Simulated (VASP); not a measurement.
A run of VASP 6.6.1:

Contents of INCAR:

```
SYSTEM = GaAs
PREC     = Accurate       ! precision mode
ENCUT    = 520            ! plane-wave cutoff, eV
EDIFF    = 1E-6           ! SCF threshold, eV
ISMEAR   = 0              ! smearing method
SIGMA    = 0.1            ! smearing width, eV
LREAL    = .FALSE.        ! projectors in reciprocal space
LASPH    = .TRUE.         ! aspherical terms in the spheres
NELM     = 150            ! most SCF steps
ALGO     = Normal         ! electronic algorithm
ISIF     = 2              ! what is computed and relaxed
LWAVE    = .FALSE.        ! write WAVECAR
LCHARG   = .FALSE.        ! write CHGCAR
ISPIN    = 2              ! spin polarisation
MAGMOM   = 1 0            ! initial moments
LORBIT   = 11             ! projections on sites
NUPDOWN  = 1.0            ! fixed moment
GGA      = RE             ! functional
IVDW     = 12             ! dispersion correction
NBANDS   = 20             ! bands
```

File KPOINTS:

```
regular mesh
0
G
  8 8 8
  0 0 0
```

File POSCAR:

```
GaAs
1.0
    0.0000000000      2.8268500000      2.8268500000
    2.8268500000      0.0000000000      2.8268500000
    2.8268500000      2.8268500000      0.0000000000
As Ga
1 1
Direct
    0.7500000000      0.7500000000      0.7500000000
    0.0000000000      0.0000000000      0.0000000000
```

Potentials or basis: VASP PAW PBE potentials, release 64 (As, Ga_d).

Run with:

```sh
$ cat potpaw_PBE.64/As/POTCAR potpaw_PBE.64/Ga_d/POTCAR > POTCAR
$ mpirun -np 1 vasp_std > vasp.out
```

Hardware: 1 thread of Intel Xeon 6975P-C (shared host).

**Question.** How long does it take, and how much memory?

**Answer.** Wall time 46 s on 1 thread of Intel Xeon 6975P-C, on a shared host, peak memory 0.22 GiB. Counts: scf iterations 14, k points 29.
